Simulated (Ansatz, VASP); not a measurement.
PbS: VASP beside Ansatz

File INCAR:

```
PREC = Accurate
ENCUT = 520
EDIFF = 1E-6
ISMEAR = 0
SIGMA = 0.1
LREAL = False
LASPH = True
NELM = 100
ALGO = Normal
ISIF = 2
LWAVE = False
LCHARG = False
GGA = PS
NBANDS = 17
```

Contents of KPOINTS:

```
regular mesh
0
Gamma
  12 12 12
```

The input POSCAR:

```
PbS
1.0
    4.0139973825      0.0000000000      0.0000000000
   -2.0069986912      3.4762237040      0.0000000000
    0.0000000000      0.0000000000      3.4907580088
Pb S
1 1
Direct
    0.0000000000      0.0000000000      0.0000000000
    0.6666666700      0.3333333300      0.5000000000
```

Input for Ansatz:

```yaml
crystal:
  lattice:
    - [4.0139973825, 0.0, 0.0]
    - [-2.0069986912, 3.476223704, 0.0]
    - [0.0, 0.0, 3.4907580088]
  atoms:
    - { symbol: Pb, position: [0.0, 0.0, 0.0] }
    - { symbol: S, position: [0.66666667, 0.33333333, 0.5] }
basis:
  ecutwfc: 420
kpoints:
  mp_grid: { grid: [12, 12, 12] }
hamiltonian:
  xc: pbesol
scf:
  occupations: { method: gaussian, width: 0.1 }
output:
  forces: true
  stress: true
  eigenvalues: true
```

Alike in both runs: task single point; functional PBEsol; k mesh 12 × 12 × 12; occupations gaussian, width 0.1 eV; no spin polarisation.

|  | VASP | Ansatz |
| --- | --- | --- |
| version | VASP 6.6.1 | Ansatz 0.2.0 |
| potentials or method | VASP PAW PBE potentials, release 64 (Pb_d, S), cutoff 520 eV | scalar-relativistic, plane waves, PAW |
| valence electrons in the cell | 20 | 20 |

```tsv
	VASP	Ansatz	Ansatz less VASP
gap on the k mesh at the Fermi level (eV)	none	none	-
pressure (GPa)	5.0	5.0	+0.04
traceless stress, the component that is largest in VASP (GPa)	4.83	4.84	+0.002
```

VASP's potentials were made for PBE, not for PBEsol. A gap of «none» marks a metal or a gap that the smearing closes. The functional is the same, so the differences come from potentials, cutoffs and numerics.

Neither program's run includes spin-orbit coupling.
